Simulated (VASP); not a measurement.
# SiGe6 (Cmmm) in VASP: single point with PBE

Aim: the single point of SiGe6 with PBE.

Everything below comes from runs of VASP 6.6.1. Logs are shortened: lines on timing, memory, paths and dates and some standing lists are left out, and cuts for length are marked.

## Step 1: The cell of the first run

Symmetry: Cmmm, No. 65, orthorhombic system. Conventional cell: a = 5.267 Å, b = 9.245 Å, c = 5.829 Å, α = 90.00°, β = 90.00°, γ = 90.00°. Within 3.3 Å of Si (site symmetry mmm) lie 8 Ge at 2.53 to 2.95 Å. Within 3.3 Å of Ge (site symmetry m) lie 1 Si at 2.53 Å and 7 Ge at 2.54 to 3.29 Å. Within 3.5 Å of Ge (site symmetry mm2) lie 8 Ge at 2.66 to 3.28 Å and 2 Si at 2.95 Å.

The cell was built from a structure type or drawn by symmetry, and may not be a known phase.

## Step 2: Single point, PBE

File INCAR:

```
SYSTEM = SiGe6
PREC     = Accurate       ! precision mode
ENCUT    = 520            ! plane-wave cutoff, eV
EDIFF    = 1E-7           ! SCF threshold, eV
ISMEAR   = 0              ! smearing method
SIGMA    = 0.2            ! smearing width, eV
LREAL    = .False.        ! projectors in reciprocal space
LASPH    = .True.         ! aspherical terms in the spheres
NELM     = 60             ! most SCF steps
ALGO     = Normal         ! electronic algorithm
ISIF     = 2              ! what is computed and relaxed
LWAVE    = .False.        ! write WAVECAR
LCHARG   = .False.        ! write CHGCAR
GGA      = PE             ! functional
NBANDS   = 53             ! bands
```

File KPOINTS:

```
regular mesh
0
Gamma
  3 3 3
  0 0 0
```

File POSCAR:

```
SiGe6
1.0
    2.6334952193     -4.6224113398      0.0000000000
    2.6334952193      4.6224113398      0.0000000000
    0.0000000000      0.0000000000      5.8292352420
Si Ge
1 6
Direct
    0.5000000000      0.5000000000      0.5000000000
    0.2920921396      0.7079201010      0.7819036687
    0.7079078604      0.2920798990      0.7819036687
    0.7079201010      0.2920921396      0.2180963313
    0.2920798990      0.7079078604      0.2180963313
    0.0000000000      0.0000000000      0.7283233177
    0.0000000000      0.0000000000      0.2716766823
```

Potentials or basis: VASP PAW PBE potentials, release 64 (Si, Ge_d).

The run is started by

```console
cat potpaw_PBE.64/Si/POTCAR potpaw_PBE.64/Ge_d/POTCAR > POTCAR
mpirun -np 1 vasp_std > vasp.out
```

OUTCAR:

```text
SYSTEM = SiGe6
   PREC = Accurate
   ENCUT = 520
   EDIFF = 1E-7
   ISMEAR = 0
   LREAL = .False.
   LASPH = .True.
   NELM = 60
   ISIF = 2
   GGA = PE

 ion  position               nearest neighbor table
   1  0.500  0.500  0.500-   2 2.53   3 2.53   4 2.53   5 2.53   6 2.95   7 2.95   6 2.95   7 2.95

   2  0.292  0.708  0.782-   1 2.53   5 2.54   6 2.72   3 2.75   3 2.75
   3  0.708  0.292  0.782-   1 2.53   4 2.54   6 2.72   2 2.75   2 2.75
   4  0.708  0.292  0.218-   1 2.53   3 2.54   7 2.72   5 2.75   5 2.75
   5  0.292  0.708  0.218-   1 2.53   2 2.54   7 2.72   4 2.75   4 2.75
   6  0.000  0.000  0.728-   7 2.66   3 2.72   2 2.72   1 2.95   1 2.95
   7  0.000  0.000  0.272-   6 2.66   5 2.72   4 2.72   1 2.95   1 2.95

  LATTYP: Found a base centered orthorhombic cell.
 ALAT       =     5.2669904386
 B/A-ratio  =     1.7552381739
 C/A-ratio  =     1.1067487800

  Lattice vectors:

 A1 = (   2.6334952193,  -4.6224113398,   0.0000000000)
 A2 = (   2.6334952193,   4.6224113398,   0.0000000000)
 A3 = (   0.0000000000,   0.0000000000,   5.8292352420)

Analysis of symmetry for initial positions (statically):
=====================================================================
 Subroutine PRICEL returns:
 Original cell was already a primitive cell.

 Routine SETGRP: Setting up the symmetry group for a
 base centered orthorhombic supercell.

 Subroutine GETGRP returns: Found  4 space group operations
 (whereof  4 operations were pure point group operations)
 out of a pool of  8 trial point group operations.

The static configuration has the point symmetry D_2 .

Analysis of symmetry for dynamics (positions and initial velocities):
=====================================================================
 Subroutine PRICEL returns:
 Original cell was already a primitive cell.

 Routine SETGRP: Setting up the symmetry group for a
 base centered orthorhombic supercell.

 Subroutine GETGRP returns: Found  4 space group operations
 (whereof  4 operations were pure point group operations)
 out of a pool of  8 trial point group operations.

The dynamic configuration has the point symmetry D_2 .

 Subroutine INISYM returns: Found  4 space group operations
 (whereof  4 operations are pure point group operations),
 and found     1 'primitive' translations

----------------------------------------------------------------------------------------

                                     Primitive cell

  volume of cell :     141.9197

  direct lattice vectors                    reciprocal lattice vectors
     2.633495219 -4.622411340  0.000000000     0.189861746 -0.108168651  0.000000000
     2.633495219  4.622411340  0.000000000     0.189861746  0.108168651  0.000000000
     0.000000000  0.000000000  5.829235242     0.000000000  0.000000000  0.171549090

  length of vectors
     5.319960871  5.319960871  5.829235242     0.218513019  0.218513019  0.171549090

  position of ions in fractional coordinates (direct lattice)
     0.500000000  0.500000000  0.500000000
     0.292092140  0.707920101  0.781903669
     0.707907860  0.292079899  0.781903669
     0.707920101  0.292092140  0.218096331
     0.292079899  0.707907860  0.218096331
     0.000000000  0.000000000  0.728323318
     0.000000000  0.000000000  0.271676682

  ion indices of the primitive-cell ions
   primitive index   ion index
                 1           1
                 2           2
                 3           3
                 4           4
                 5           5
                 6           6
                 7           7

----------------------------------------------------------------------------------------

 KPOINTS: regular mesh

Automatic generation of k-mesh.
 Grid dimensions read from file:
 generate k-points for:    3    3    3

 Generating k-lattice:

  Cartesian coordinates                     Fractional coordinates (reciprocal lattice)
     0.063287249 -0.036056217  0.000000000     0.333333333 -0.000000000  0.000000000
     0.063287249  0.036056217  0.000000000    -0.000000000  0.333333333  0.000000000
     0.000000000  0.000000000  0.057183030     0.000000000  0.000000000  0.333333333

  Length of vectors
     0.072837673  0.072837673  0.057183030

  Shift w.r.t. Gamma in fractional coordinates (k-lattice)
     0.000000000  0.000000000  0.000000000

 Subroutine IBZKPT returns following result:
 ===========================================

 Found      8 irreducible k-points:

 Following reciprocal coordinates:
            Coordinates               Weight
  0.000000  0.000000  0.000000      1.000000
  0.333333  0.000000  0.000000      4.000000
  0.333333  0.333333  0.000000      2.000000
 -0.333333  0.333333  0.000000      2.000000
  0.000000  0.000000  0.333333      2.000000
  0.333333  0.000000  0.333333      8.000000
  0.333333  0.333333  0.333333      4.000000
 -0.333333  0.333333  0.333333      4.000000
   k-points           NKPTS =      8   k-points in BZ     NKDIM =      8   number of bands    NBANDS=     53
   number of dos      NEDOS =    301   number of ions     NIONS =      7
   total plane-waves  NPLWV =  76800
   dimension x,y,z NGX =    40 NGY =   40 NGZ =   48
   dimension x,y,z NGXF=    80 NGYF=   80 NGZF=   96
   ions per type =               1   6
   NGX,Y,Z   is equivalent  to a cutoff of  12.50, 12.50, 13.69 a.u.
   NGXF,Y,Z  is equivalent  to a cutoff of  25.00, 25.00, 27.38 a.u.
 SYSTEM =  SiGe6
   PREC   = accura    normal or accurate (medium, high low for compatibility)
   ISTART =      0    job   : 0-new  1-cont  2-samecut
   ICHARG =      2    charge: 1-file 2-atom 10-const
   ISPIN  =      1    spin polarized calculation?
   LNONCOLLINEAR =      F non collinear calculations
   LSORBIT =      F    spin-orbit coupling
   LASPH  =      T    aspherical Exc in radial PAW
   ENCUT  =  520.0 eV  38.22 Ry    6.18 a.u.   9.89  9.89 10.84*2*pi/ulx,y,z
   NELM   =     60;   NELMIN=  2; NELMDL= -5     # of ELM steps
   EDIFF  = 0.1E-06   stopping-criterion for ELM
   LREAL  =      F    real-space projection
   EDIFFG = 0.1E-05   stopping-criterion for IOM
   NSW    =      0    number of steps for IOM
   IBRION =     -1    ionic relax: 0-MD 1-quasi-New 2-CG
   NFREE  =      0    steps in history (QN), initial steepest desc. (CG)
   ISIF   =      2    stress and relaxation
   ISYM   =      2    0-nonsym 1-usesym 2-fastsym
   POTIM  = 0.5000    time-step for ionic-motion
   TEBEG  =    0.0;   TEEND  =   0.0 temperature during run
   PSTRESS=    0.0 pullay stress
   NELECT =      88.0000    total number of electrons
   NUPDOWN=      -1.0000    fix difference up-down
   EMIN   =  10.00;   EMAX   =-10.00  energy-range for DOS
   EFERMI =   0.00;   METHOD = LEGACY
   ISMEAR =     0;   SIGMA  =   0.20  broadening in eV -4-tet -1-fermi 0-gaus
   EFERMI_NEDOS =   21; number of points for ismear=-14 and -15
   IALGO  =     38    algorithm
   IMIX   =      4    mixing-type and parameters
     AMIX     =   0.40;   BMIX     =  1.00
     AMIX_MAG =   1.60;   BMIX_MAG =  1.00
  volume/ion in A,a.u.               =      20.27       136.82
  Fermi-wavevector in a.u.,A,eV,Ry     =   1.396009  2.638074 26.515586  1.948841
  Thomas-Fermi vector in A             =   2.519405
   LORBIT       =      0    0 simple, 1 ext, 2 COOP (PROOUT), +10 PAW based schemes
   GGA     = PE    functional components
   LHFCALC =     F    Hartree Fock is set to
   AEXX    =    0.0000 exact exchange contribution
   IVDW    =     0    specifies the selected vdW correction
   LEPSILON=     F    determine dielectric tensor
   LRPA    =     F    only Hartree local field effects (RPA)
 non-spin polarized calculation
 Gauss-broadening in eV      SIGMA  =   0.20
  energy-cutoff  :      520.00
  volume of cell :      141.92
 maximum number of plane-waves:      3840
   NGX = 19   NGY = 19   NGZ = 21

 number of electron      88.0000031 magnetization

 Free energy of the ion-electron system (eV)
  ---------------------------------------------------
  ext. energy  EPLUGINS =         0.00000000
  ---------------------------------------------------
  free energy    TOTEN  =       -30.36086859 eV

  energy without entropy =      -30.31839044  energy(sigma->0) =      -30.33962952

 E-fermi :   5.7369     XC(G=0): -10.6251

 val. band max:        5.6387666313   @ k =   0.3333   0.3333   0.3333
 cond. band min:       5.9460108651   @ k =   0.3333   0.3333   0.0000
 fundamental gap:      0.3072442338
 Fermi energy:         5.7368918278

 k-point     1 :       0.0000    0.0000    0.0000
  band No.  band energies     occupation
      1     -18.8391      2.00000
      2     -18.8113      2.00000
      3     -18.8016      2.00000
      4     -18.7976      2.00000
      5     -18.7938      2.00000
      6     -18.7758      2.00000
[... 45 lines left out ...]
     52      10.5941      0.00000
     53      12.2422      0.00000

 k-point     2 :       0.3333    0.0000    0.0000
  band No.  band energies     occupation
      1     -18.8374      2.00000
      2     -18.8143      2.00000
      3     -18.8027      2.00000
      4     -18.7968      2.00000
      5     -18.7917      2.00000
      6     -18.7783      2.00000
[... 45 lines left out ...]
     52      10.8653      0.00000
     53      10.9128      0.00000

 k-point     3 :       0.3333    0.3333    0.0000
  band No.  band energies     occupation
      1     -18.8368      2.00000
      2     -18.8188      2.00000
      3     -18.8046      2.00000
      4     -18.8045      2.00000
      5     -18.7945      2.00000
      6     -18.7851      2.00000
[... 45 lines left out ...]
     52      11.2072      0.00000
     53      11.3146      0.00000

 k-point     4 :      -0.3333    0.3333    0.0000
  band No.  band energies     occupation
      1     -18.8363      2.00000
      2     -18.8189      2.00000
      3     -18.8046      2.00000
      4     -18.8013      2.00000
      5     -18.7948      2.00000
      6     -18.7873      2.00000
[... 45 lines left out ...]
     52      10.6646      0.00000
     53      11.5441      0.00000

 k-point     5 :       0.0000    0.0000    0.3333
  band No.  band energies     occupation
      1     -18.8198      2.00000
      2     -18.8086      2.00000
      3     -18.8037      2.00000
      4     -18.7898      2.00000
      5     -18.7880      2.00000
      6     -18.7749      2.00000
[... 45 lines left out ...]
     52      11.1282      0.00000
     53      11.3829      0.00000

 k-point     6 :       0.3333    0.0000    0.3333
  band No.  band energies     occupation
      1     -18.8197      2.00000
      2     -18.8109      2.00000
      3     -18.8055      2.00000
      4     -18.7898      2.00000
      5     -18.7869      2.00000
      6     -18.7793      2.00000
[... 45 lines left out ...]
     52       9.9512      0.00000
     53      10.0950      0.00000

 k-point     7 :       0.3333    0.3333    0.3333
  band No.  band energies     occupation
      1     -18.8196      2.00000
      2     -18.8148      2.00000
      3     -18.8079      2.00000
      4     -18.7989      2.00000
      5     -18.7885      2.00000
      6     -18.7884      2.00000
[... 45 lines left out ...]
     52      10.1787      0.00000
     53      10.3783      0.00000

 k-point     8 :      -0.3333    0.3333    0.3333
  band No.  band energies     occupation
      1     -18.8183      2.00000
      2     -18.8151      2.00000
      3     -18.8078      2.00000
      4     -18.7906      2.00000
      5     -18.7888      2.00000
      6     -18.7856      2.00000
[... 45 lines left out ...]
     52       9.6897      0.00000
     53      10.7573      0.00000

------------------------ aborting loop because EDIFF is reached ----------------------------------------

  FORCE on cell =-STRESS in cart. coord.  units (eV):
  Direction    XX          YY          ZZ          XY          YZ          ZX
  --------------------------------------------------------------------------------------
  -------------------------------------------------------------------------------------
  Total        0.0066151      0.4687055     -0.0314401      0.0000000      0.0000000      0.0000000
  in kB        0.0746802      5.2913678     -0.3549369      0.0000000      0.0000000      0.0000000
  external PRESSURE =       1.6703704 kB  Pullay stress =       0.0000000 kB

 VOLUME and BASIS-vectors are now :
 -----------------------------------------------------------------------------
  energy-cutoff  :      520.00
  volume of cell :      141.92
      direct lattice vectors                 reciprocal lattice vectors
     2.633495219 -4.622411340  0.000000000     0.189861746 -0.108168651  0.000000000
     2.633495219  4.622411340  0.000000000     0.189861746  0.108168651  0.000000000
     0.000000000  0.000000000  5.829235242     0.000000000  0.000000000  0.171549090

 POSITION                                       TOTAL-FORCE (eV/Angst)
 -----------------------------------------------------------------------------------
      2.63350      0.00000      2.91462         0.000000      0.000000      0.000000
      2.63353      1.92213      4.55790        -0.000147     -0.015655     -0.021497
      2.63346     -1.92213      4.55790         0.000147      0.015655     -0.021497
      2.63353     -1.92213      1.27133        -0.000147      0.015655      0.021497
      2.63346      1.92213      1.27133         0.000147     -0.015655      0.021497
      0.00000      0.00000      4.24557         0.000000      0.000000     -0.002265
      0.00000      0.00000      1.58367        -0.000000      0.000000      0.002265
 -----------------------------------------------------------------------------------
    total drift:                                0.000000     -0.000000      0.000000

  FREE ENERGIE OF THE ION-ELECTRON SYSTEM (eV)
  ---------------------------------------------------
  free  energy   TOTEN  =       -30.3608685889 eV

  energy  without entropy=      -30.3183904447  energy(sigma->0) =      -30.33962952
```

Wall time 1.8 min (1 thread of Intel Xeon 8259CL, shared host); peak memory 0.27 GiB.

What came out:

```
Free energy            : -30.3609 eV
Pressure               : 0.2 GPa
Largest force          : 0.027 eV/Å
Band gap on the k mesh : zero (bands 44 and 45 overlap by 1.66 eV)
```

Forces on the atoms (eV/Å):
```
Si   0.000  0.000  0.000
Ge   0.000 -0.016 -0.021
Ge   0.000  0.016 -0.021
Ge   0.000  0.016  0.021
Ge   0.000 -0.016  0.021
Ge   0.000  0.000 -0.002
Ge   0.000  0.000  0.002
```

Stress tensor (GPa, compression positive):
```
 0.01  0.00  0.00
 0.00  0.53  0.00
 0.00  0.00 -0.04
```

Levels at points of the mesh, in eV from the Fermi level:
```csv
k point,band 41,band 42,band 43,band 44,band 45,band 46,band 47,band 48
"(0.00, 0.00, 0.00)",-3.34,-2.01,-1.64,-1.46,-1.37,-1.23,0.23,1.93
```

Caveat: the k points lie up to 0.46 Å⁻¹ apart, too coarse for converged energies and pressures of a metal.
